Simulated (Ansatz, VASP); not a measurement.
# BaTiO3 in VASP and in Ansatz

```
Ba Ti O
1.0
     4.08034    0.00000    0.00000
     0.00000    2.94205    2.95900
     0.00000   -2.94205    2.95900
Ba Ti O
1 1 3
Cartesian
  0.0000 0.0000 0.0911
  2.0402 0.0000 3.1534
  0.0000 0.0000 2.8899
  2.0402 -1.3984 4.3210
  2.0402 1.3984 4.3210
```

Change from the starting cell: hydrostatic strain +3.0%.

Alike in both runs: task single point; functional r2SCAN; k mesh 6 × 6 × 6; no spin polarisation.

|  | VASP | Ansatz |
| --- | --- | --- |
| version | VASP 6.6.1 | Ansatz 0.2.0 |
| potentials or method | VASP PAW PBE potentials, release 64 (Ba_sv, Ti_sv, O) | plane waves, PAW |
| plane-wave cutoff (eV) | 520 | 500 |
| occupations | gaussian, width 0.01 eV | fixed |
| valence electrons in the cell | 40 | 40 |

```tsv
	VASP	Ansatz	Ansatz less VASP
gap on the k mesh at the Fermi level (eV)	2.90	2.90	+0.004
pressure (GPa)	-7.1	-8.5	-1.47
traceless stress, the component that is largest in VASP (GPa)	-2.96	-2.77	+0.187
rms of the force components (eV/Å)	0.086	0.002	-0.0834
```

VASP's potentials were made for PBE, not for r2SCAN. Atom by atom the forces differ by 0.086 eV/Å (rms over components).

Neither program's run includes spin-orbit coupling.
